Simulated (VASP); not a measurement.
**Pt: single point with PBEsol**

Pt:

```
Pt
1.0
     0.00000   -1.95790   -1.95790
     0.00000    1.95790   -1.95790
     3.91580    0.00000    0.00000
Pt
2
Direct
  0.50000 0.50000 0.50000
  0.00000 0.00000 0.00000
```

* Program: VASP 6.6.1
* Task: single point
* Functional: PBEsol
* Potentials or basis: VASP PAW PBE potentials, release 64 (Pt)
* Cutoff: 520 eV
* k mesh: 18 × 18 × 12
* Occupations: gaussian, width 0.15 eV
* Spin: no spin polarisation
* Dipole correction: no
* Further INCAR settings: ALGO = Fast; EDIFF = 1e-06; NBANDS = 17

| Quantity | Value |
| --- | --- |
| Pressure | 0.2 GPa |
| Band gap on the k mesh | zero (band 10 reaches 11.69 eV, above the bottom of band 11 at 10.12 eV) |

Levels at points of the mesh, in eV from the Fermi level:
```
           k point  band 7  band 8  band 9  band 10  band 11  band 12  band 13  band 14
(0.00, 0.00, 0.00)   -1.64   -1.64    0.02     0.50     0.50     1.70     8.88    11.35
(0.50, 0.00, 0.00)   -2.59   -2.59   -1.76    -1.76     1.86     1.86    10.73    10.73
(0.50, 0.50, 0.00)    0.50    0.50    0.50     0.50     1.70     1.70     8.88     8.88
(0.00, 0.00, 0.50)   -2.17   -2.17   -2.17    -2.17    -0.86    -0.86    17.15    17.15
(0.50, 0.00, 0.50)   -0.57   -0.57    0.04     0.04     0.04     0.04     5.84     5.84
(0.50, 0.50, 0.50)   -2.03   -2.03    0.50     0.50     7.09     7.09     8.25     8.25
```

It took 120 s on 1 thread of Intel(R) Xeon(R) Platinum 8559C (Emerald Rapids) (shared host), peak memory 0.27 GiB.

Caveat: the PAW data sets were made with another functional, which shifts forces and pressure a little; spin-orbit coupling is left out, which moves the levels of the heavy elements.
